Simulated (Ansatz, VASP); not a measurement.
**Two plane-wave programs on Ta2C**

```
Ta C
1.0
     3.04797    0.00000    0.00000
    -1.52399    2.63962    0.00000
     0.00000    0.00000    4.84113
Ta C
2 1
Cartesian
  0.0000 1.7597 1.2413
  1.5240 0.8799 3.5999
  0.0000 0.0000 0.0000
```

Alike in both runs: functional r2SCAN; k mesh 12 × 12 × 7; occupations fermi-dirac, width 0.1 eV; no spin polarisation.

Ansatz relaxed the structure, and its values are those at the end. VASP's run is a single point on that final structure, the one shown.

```csv
,VASP,Ansatz
version,VASP 6.6.1,Ansatz 0.2.0
potentials or method,"VASP PAW PBE potentials, release 64 (Ta_pv, C), cutoff 520 eV",PAW plane waves
valence electrons in the cell,26,30
```

```csv
,VASP,Ansatz,Ansatz less VASP
pressure (GPa),20.1,19.2,-0.88
rms of the force components (eV/Å),0.016,0.003,-0.0121
```

VASP's potentials were made for PBE, not for r2SCAN. The functional is the same, so the differences come from potentials, cutoffs and numerics. VASP's potentials hold 26 valence electrons a cell and Ansatz's 30, so a difference there can come from the potentials and not from the codes. Ansatz's warnings: stress scf threshold loose.

Spin-orbit coupling is off throughout.
